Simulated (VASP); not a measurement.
Set up this calculation in VASP 6.6.1, as the native input.

```yaml
Task: single point
Functional: r2SCAN
Potentials_or_basis: VASP PAW PBE potentials, release 64 (Li_sv, Mg)
Cutoff: 520 eV
k_mesh: 7 × 7 × 7
Occupations: fermi-dirac, width 0.15 eV
Spin: no spin polarisation
Dipole_correction: no
Further_INCAR_settings: ALGO = Normal; EDIFF = 1e-06; NBANDS = 10
```

LiMg:

```xyz
2
Lattice="3.3574 0.0000 0.0000 0.0000 3.3574 0.0000 0.0000 0.0000 3.3574" Properties=species:S:1:pos:R:3 pbc="T T T"
Li    0.0000    0.0000    0.0000
Mg    1.6787    1.6787    1.6787
```

The input as run:

POSCAR

```
LiMg
1.0
    3.3574279336      0.0000000000      0.0000000000
    0.0000000000      3.3574279336      0.0000000000
    0.0000000000      0.0000000000      3.3574279336
Li Mg
1 1
Direct
    0.0000000000      0.0000000000      0.0000000000
    0.5000000000      0.5000000000      0.5000000000
```

INCAR.step1

```
ALGO = Normal ; EDIFF = 1E-4
ENCUT = 520 ; GGA = PE
ISMEAR = -1 ; LASPH = T
LCHARG = F ; LREAL = F
LWAVE = T ; NBANDS = 10
NELM = 100 ; PREC = Accurate
SIGMA = 0.15
```

INCAR.step2

```
ALGO = Normal ; EDIFF = 1E-6
ENCUT = 520 ; ISIF = 2
ISMEAR = -1 ; ISTART = 1
LASPH = T ; LCHARG = F
LMIXTAU = T ; LREAL = F
LWAVE = F ; METAGGA = R2SCAN
NBANDS = 10 ; NELM = 100
PREC = Accurate ; SIGMA = 0.15
```

KPOINTS

```
k-points
0
Gamma
  7 7 7
```

Potentials or basis: VASP PAW PBE potentials, release 64 (Li_sv, Mg).

The run is started by

```sh
$ cat potpaw_PBE.64/Li_sv/POTCAR potpaw_PBE.64/Mg/POTCAR > POTCAR
$ cp INCAR.step1 INCAR
$ mpirun -np 1 vasp_std > vasp.out
$ cp INCAR.step2 INCAR
$ mpirun -np 1 vasp_std > vasp.out
```

Run time: 48 s on 1 thread of Intel(R) Xeon(R) Platinum 8259CL CPU @ 2.50GHz (Skylake/Cascade Lake), with other jobs on the host, peak memory 0.16 GiB.
